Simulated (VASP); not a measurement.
# Zr (P6/mmm) in VASP: single point with PBE

Aim: the single point of Zr with PBE.

All numbers are computed with VASP 6.6.1; they aren't measurements. Logs are shortened: lines on timing, memory, paths and dates and some standing lists are left out, and cuts for length are marked.

**1. The cell of the first run**

It takes space group P6/mmm (No. 191, hexagonal). Conventional cell: a = 5.047 Å, b = 5.047 Å, c = 3.145 Å, α = 90.00°, β = 90.00°, γ = 120.00°. Within 4.1 Å of Zr (site symmetry 6/mmm) lie 14 Zr at 3.14 to 3.31 Å. Zr (site symmetry -6m2) has 11 Zr at 2.91 to 3.31 Å within 3.8 Å.

This isn't the form of Zr at room conditions, which is hcp.

**2. Single point, PBE**

Input file POSCAR:

```
Zr
1.0
    5.0474735472      0.0000000000      0.0000000000
   -2.5237367736      4.3712403168      0.0000000000
    0.0000000000      0.0000000000      3.1447675062
Zr
3
Direct
    0.0000000000      0.0000000000      0.0000000000
    0.3333333333      0.6666666667      0.5000000000
    0.6666666667      0.3333333333      0.5000000000
```

Input file INCAR.step1:

```
SYSTEM = Zr
PREC = Accurate
ENCUT = 520
EDIFF = 1E-6
ISMEAR = -1
SIGMA = 0.1
LREAL = .False.
LASPH = .True.
NELM = 60
ALGO = Normal
ISIF = 2
LWAVE = .False.
LCHARG = .True.
LMAXMIX = 4
GGA = PE
NBANDS = 25
```

Input file KPOINTS.step1:

```
Automatic mesh
0
Gamma
  8 8 11
  0 0 0
```

Input file INCAR.step2:

```
SYSTEM = Zr
PREC = Accurate
ENCUT = 520
EDIFF = 1E-6
ISMEAR = -5
SIGMA = 0.1
LREAL = .False.
LASPH = .True.
NELM = 60
ALGO = Normal
ISIF = 2
LWAVE = .False.
LCHARG = .False.
LMAXMIX = 4
GGA = PE
LORBIT = 10
NBANDS = 25
NEDOS = 1001
ICHARG = 11
```

Input file KPOINTS.step2:

```
Automatic mesh
0
Gamma
  12 12 17
  0 0 0
```

Potentials or basis: VASP PAW PBE potentials, release 64 (Zr_sv).

The run is started by

```sh
cat potpaw_PBE.64/Zr_sv/POTCAR > POTCAR
cp INCAR.step1 INCAR
cp KPOINTS.step1 KPOINTS
mpirun -np 1 vasp_std > vasp.out
cp INCAR.step2 INCAR
cp KPOINTS.step2 KPOINTS
mpirun -np 1 vasp_std > vasp.out
```

OUTCAR:

```text
SYSTEM = Zr
   PREC = Accurate
   ENCUT = 520
   EDIFF = 1E-6
   ISMEAR = -5
   LREAL = .False.
   LASPH = .True.
   NELM = 60
   ISIF = 2
   GGA = PE
   LORBIT = 10
   ICHARG = 11

 ion  position               nearest neighbor table
   1  0.000  0.000  0.000-   2 3.31   3 3.31   2 3.31   3 3.31   2 3.31   2 3.31   3 3.31   3 3.31
                             3 3.31   3 3.31   2 3.31   2 3.31
   2  0.333  0.667  0.500-   3 2.91   3 2.91   3 2.91   1 3.31   1 3.31   1 3.31   1 3.31   1 3.31
                             1 3.31
   3  0.667  0.333  0.500-   2 2.91   2 2.91   2 2.91   1 3.31   1 3.31   1 3.31   1 3.31   1 3.31
                             1 3.31

  LATTYP: Found a hexagonal cell.
 ALAT       =     5.0474735472
 C/A-ratio  =     0.6230379371

  Lattice vectors:

 A1 = (   5.0474735472,   0.0000000000,   0.0000000000)
 A2 = (  -2.5237367736,   4.3712403168,   0.0000000000)
 A3 = (   0.0000000000,   0.0000000000,   3.1447675062)

Analysis of symmetry for initial positions (statically):
=====================================================================
 Subroutine PRICEL returns:
 Original cell was already a primitive cell.

 Routine SETGRP: Setting up the symmetry group for a
 hexagonal supercell.

 Subroutine GETGRP returns: Found 24 space group operations
 (whereof 24 operations were pure point group operations)
 out of a pool of 24 trial point group operations.

The static configuration has the point symmetry D_6h.

Analysis of symmetry for dynamics (positions and initial velocities):
=====================================================================
 Subroutine PRICEL returns:
 Original cell was already a primitive cell.

 Routine SETGRP: Setting up the symmetry group for a
 hexagonal supercell.

 Subroutine GETGRP returns: Found 24 space group operations
 (whereof 24 operations were pure point group operations)
 out of a pool of 24 trial point group operations.

The dynamic configuration has the point symmetry D_6h.

 Subroutine INISYM returns: Found 24 space group operations
 (whereof 24 operations are pure point group operations),
 and found     1 'primitive' translations

----------------------------------------------------------------------------------------

                                     Primitive cell

  volume of cell :      69.3853

  direct lattice vectors                    reciprocal lattice vectors
     5.047473547  0.000000000  0.000000000     0.198118918  0.114384011  0.000000000
    -2.523736774  4.371240317  0.000000000     0.000000000  0.228768022  0.000000000
     0.000000000  0.000000000  3.144767506     0.000000000  0.000000000  0.317988531

  length of vectors
     5.047473547  5.047473547  3.144767506     0.228768022  0.228768022  0.317988531

  position of ions in fractional coordinates (direct lattice)
     0.000000000  0.000000000  0.000000000
     0.333333333  0.666666667  0.500000000
     0.666666667  0.333333333  0.500000000

  ion indices of the primitive-cell ions
   primitive index   ion index
                 1           1
                 2           2
                 3           3

----------------------------------------------------------------------------------------

 KPOINTS: Automatic mesh

Automatic generation of k-mesh.
 Grid dimensions read from file:
 generate k-points for:   12   12   17

 Generating k-lattice:

  Cartesian coordinates                     Fractional coordinates (reciprocal lattice)
     0.016509910  0.009532001  0.000000000     0.083333333  0.000000000  0.000000000
     0.000000000  0.019064002  0.000000000     0.000000000  0.083333333  0.000000000
     0.000000000  0.000000000  0.018705208     0.000000000  0.000000000  0.058823529

  Length of vectors
     0.019064002  0.019064002  0.018705208

  Shift w.r.t. Gamma in fractional coordinates (k-lattice)
     0.000000000  0.000000000  0.000000000

 TETIRR: Found   2420 inequivalent tetrahedra from    14688

 Subroutine IBZKPT returns following result:
 ===========================================

 Found    171 irreducible k-points:

 Following reciprocal coordinates:
            Coordinates               Weight
  0.000000  0.000000  0.000000      1.000000
  0.083333  0.000000  0.000000      6.000000
  0.166667  0.000000  0.000000      6.000000
  0.250000  0.000000  0.000000      6.000000
  0.333333  0.000000  0.000000      6.000000
  0.416667  0.000000  0.000000      6.000000
[... 16 lines left out ...]
  0.250000  0.000000  0.058824     12.000000
  0.333333  0.000000  0.058824     12.000000
 [... further k-points ...]
   k-points           NKPTS =    171   k-points in BZ     NKDIM =    171   number of bands    NBANDS=     25
   number of dos      NEDOS =   1001   number of ions     NIONS =      3
   total plane-waves  NPLWV =  38400
   dimension x,y,z NGX =    40 NGY =   40 NGZ =   24
   dimension x,y,z NGXF=    80 NGYF=   80 NGZF=   48
   ions per type =               3
   NGX,Y,Z   is equivalent  to a cutoff of  13.17, 13.17, 12.69 a.u.
   NGXF,Y,Z  is equivalent  to a cutoff of  26.35, 26.35, 25.37 a.u.
 SYSTEM =  Zr
   PREC   = accura    normal or accurate (medium, high low for compatibility)
   ISTART =      0    job   : 0-new  1-cont  2-samecut
   ICHARG =     11    charge: 1-file 2-atom 10-const
   ISPIN  =      1    spin polarized calculation?
   LNONCOLLINEAR =      F non collinear calculations
   LSORBIT =      F    spin-orbit coupling
   LASPH  =      T    aspherical Exc in radial PAW
   ENCUT  =  520.0 eV  38.22 Ry    6.18 a.u.   9.38  9.38  5.85*2*pi/ulx,y,z
   NELM   =     60;   NELMIN=  2; NELMDL=  0     # of ELM steps
   EDIFF  = 0.1E-05   stopping-criterion for ELM
   LREAL  =      F    real-space projection
   EDIFFG = 0.1E-04   stopping-criterion for IOM
   NSW    =      0    number of steps for IOM
   IBRION =     -1    ionic relax: 0-MD 1-quasi-New 2-CG
   NFREE  =      0    steps in history (QN), initial steepest desc. (CG)
   ISIF   =      2    stress and relaxation
   ISYM   =      2    0-nonsym 1-usesym 2-fastsym
   POTIM  = 0.5000    time-step for ionic-motion
   TEBEG  =    0.0;   TEEND  =   0.0 temperature during run
   PSTRESS=    0.0 pullay stress
   NELECT =      36.0000    total number of electrons
   NUPDOWN=      -1.0000    fix difference up-down
   EMIN   =  10.00;   EMAX   =-10.00  energy-range for DOS
   EFERMI =   0.00;   METHOD = LEGACY
   ISMEAR =    -5;   SIGMA  =   0.10  broadening in eV -4-tet -1-fermi 0-gaus
   EFERMI_NEDOS =   21; number of points for ismear=-14 and -15
   IALGO  =     38    algorithm
   IMIX   =      4    mixing-type and parameters
     AMIX     =   0.40;   BMIX     =  1.00
     AMIX_MAG =   1.60;   BMIX_MAG =  1.00
  volume/ion in A,a.u.               =      23.13       156.08
  Fermi-wavevector in a.u.,A,eV,Ry     =   1.315487  2.485910 23.544965  1.730506
  Thomas-Fermi vector in A             =   2.445666
   LORBIT       =     10    0 simple, 1 ext, 2 COOP (PROOUT), +10 PAW based schemes
   GGA     = PE    functional components
   LHFCALC =     F    Hartree Fock is set to
   AEXX    =    0.0000 exact exchange contribution
   IVDW    =     0    specifies the selected vdW correction
   LEPSILON=     F    determine dielectric tensor
   LRPA    =     F    only Hartree local field effects (RPA)
 non-spin polarized calculation
 Fermi weights with tetrahedron method with Bloechl corrections
  energy-cutoff  :      520.00
  volume of cell :       69.39
 maximum number of plane-waves:      1896
 NGX is ok and might be reduce to    40

 number of electron      36.0000000 magnetization

 Free energy of the ion-electron system (eV)
  ---------------------------------------------------
  ext. energy  EPLUGINS =         0.00000000
  ---------------------------------------------------
  free energy    TOTEN  =       -25.56191784 eV

  energy without entropy =      -25.56191784  energy(sigma->0) =      -25.56191784

 E-fermi :   8.9565     XC(G=0): -11.1102

 val. band max:        8.9932131564   @ k =   0.1667   0.0000   0.0588
 cond. band min:       8.8672534491   @ k =   0.0000   0.0000   0.0588
 fundamental gap:     -0.1259597074
 Fermi energy:         8.9565096639

 k-point     1 :       0.0000    0.0000    0.0000
  band No.  band energies     occupation
      1     -39.9252      2.00000
      2     -39.6682      2.00000
      3     -39.4794      2.00000
      4     -18.0592      2.00000
      5     -18.0592      2.00000
      6     -18.0540      2.00000
[... 17 lines left out ...]
     24      11.1960      0.00000
     25      11.2503      0.00000

 k-point     2 :       0.0833    0.0000    0.0000
  band No.  band energies     occupation
      1     -39.9240      2.00000
      2     -39.6664      2.00000
      3     -39.4826      2.00000
      4     -18.1360      2.00000
      5     -18.1252      2.00000
      6     -17.9753      2.00000
[... 17 lines left out ...]
     24      10.9228      0.00000
     25      11.6139      0.00000

 k-point     3 :       0.1667    0.0000    0.0000
  band No.  band energies     occupation
      1     -39.9208      2.00000
      2     -39.6608      2.00000
      3     -39.4919      2.00000
      4     -18.2085      2.00000
      5     -18.1627      2.00000
      6     -17.8976      2.00000
[... 17 lines left out ...]
     24      10.8622      0.00000
     25      12.0749      0.00000

 k-point     4 :       0.2500    0.0000    0.0000
  band No.  band energies     occupation
      1     -39.9165      2.00000
      2     -39.6513      2.00000
      3     -39.5063      2.00000
      4     -18.2699      2.00000
      5     -18.1634      2.00000
      6     -17.8289      2.00000
[... 17 lines left out ...]
     24      11.2125      0.00000
     25      12.3947      0.00000

 k-point     5 :       0.3333    0.0000    0.0000
  band No.  band energies     occupation
      1     -39.9124      2.00000
      2     -39.6386      2.00000
      3     -39.5237      2.00000
      4     -18.3164      2.00000
      5     -18.1268      2.00000
      6     -17.7776      2.00000
[... 17 lines left out ...]
     24      11.6619      0.00000
     25      12.4131      0.00000

 k-point     6 :       0.4167    0.0000    0.0000
  band No.  band energies     occupation
      1     -39.9095      2.00000
      2     -39.6254      2.00000
      3     -39.5403      2.00000
      4     -18.3455      2.00000
      5     -18.0610      2.00000
      6     -17.8285      2.00000
[... 17 lines left out ...]
     24      11.8473      0.00000
     25      12.1792      0.00000
[... 393 lines left out ...]
 k-point    21 :       0.0833    0.0000    0.0588
  band No.  band energies     occupation
      1     -39.9216      2.00000
      2     -39.6649      2.00000
      3     -39.4808      2.00000
      4     -18.1312      2.00000
      5     -18.1205      2.00000
      6     -17.9727      2.00000
[... 17 lines left out ...]
     24      10.9471      0.00000
     25      11.6504      0.00000

 k-point    22 :       0.1667    0.0000    0.0588
  band No.  band energies     occupation
      1     -39.9184      2.00000
      2     -39.6592      2.00000
      3     -39.4900      2.00000
      4     -18.2028      2.00000
      5     -18.1578      2.00000
      6     -17.8963      2.00000
[... 17 lines left out ...]
     24      10.8847      0.00000
     25      12.0621      0.00000

 k-point    23 :       0.2500    0.0000    0.0588
  band No.  band energies     occupation
      1     -39.9143      2.00000
      2     -39.6496      2.00000
      3     -39.5044      2.00000
      4     -18.2635      2.00000
      5     -18.1589      2.00000
      6     -17.8290      2.00000
[... 17 lines left out ...]
     24      11.1843      0.00000
     25      12.5095      0.00000

 k-point    24 :       0.3333    0.0000    0.0588
  band No.  band energies     occupation
      1     -39.9103      2.00000
      2     -39.6368      2.00000
      3     -39.5218      2.00000
      4     -18.3096      2.00000
      5     -18.1236      2.00000
      6     -17.7817      2.00000
[... 17 lines left out ...]
     24      11.6267      0.00000
     25      12.4028      0.00000

 [... further k-points ...]

------------------------ aborting loop because EDIFF is reached ----------------------------------------

  FORCE on cell =-STRESS in cart. coord.  units (eV):
  Direction    XX          YY          ZZ          XY          YZ          ZX
  --------------------------------------------------------------------------------------
  -------------------------------------------------------------------------------------
  Total       -0.0650579     -0.0650579     -0.0900833      0.0000000     -0.0000000      0.0000000
  in kB       -1.5022530     -1.5022530     -2.0801172      0.0000000     -0.0000000      0.0000000
  external PRESSURE =      -1.6948744 kB  Pullay stress =       0.0000000 kB

 VOLUME and BASIS-vectors are now :
 -----------------------------------------------------------------------------
  energy-cutoff  :      520.00
  volume of cell :       69.39
      direct lattice vectors                 reciprocal lattice vectors
     5.047473547  0.000000000  0.000000000     0.198118918  0.114384011  0.000000000
    -2.523736774  4.371240317  0.000000000     0.000000000  0.228768022  0.000000000
     0.000000000  0.000000000  3.144767506     0.000000000  0.000000000  0.317988531

 POSITION                                       TOTAL-FORCE (eV/Angst)
 -----------------------------------------------------------------------------------
      0.00000      0.00000      0.00000        -0.000000      0.000000      0.000000
     -0.00000      2.91416      1.57238        -0.000000     -0.000000      0.000000
      2.52374      1.45708      1.57238         0.000000      0.000000      0.000000
 -----------------------------------------------------------------------------------
    total drift:                                0.000000     -0.000000      0.000000

  FREE ENERGIE OF THE ION-ELECTRON SYSTEM (eV)
  ---------------------------------------------------
  free  energy   TOTEN  =       -25.5619178354 eV

  energy  without entropy=      -25.5619178354  energy(sigma->0) =      -25.56191784

 total charge

# of ion       s       p       d       tot
------------------------------------------
    1        2.221   5.980   1.493   9.695
    2        2.229   5.948   1.730   9.907
    3        2.229   5.948   1.730   9.907
--------------------------------------------------
tot          6.680  17.876   4.952  29.508
```

It took 5.5 min on 1 thread of Intel Xeon 8259CL, shared host; peak memory 0.35 GiB.

What came out:

```yaml
Valence_electrons_inside_the_program's_atomic_spheres: Zr 9.70, 9.91 (each value once)
```

Levels at points of the mesh, in eV from the Fermi level:
```csv
k point,band 15,band 16,band 17,band 18,band 19,band 20,band 21,band 22
"(0.00, 0.00, 0.00)",-0.52,-0.52,-0.48,-0.48,-0.21,0.80,1.60,1.60
"(0.50, 0.00, 0.00)",-2.91,-0.62,-0.60,-0.50,-0.01,0.66,1.13,1.54
```

Caveat: tetrahedron occupations give inexact forces and stress in metals.
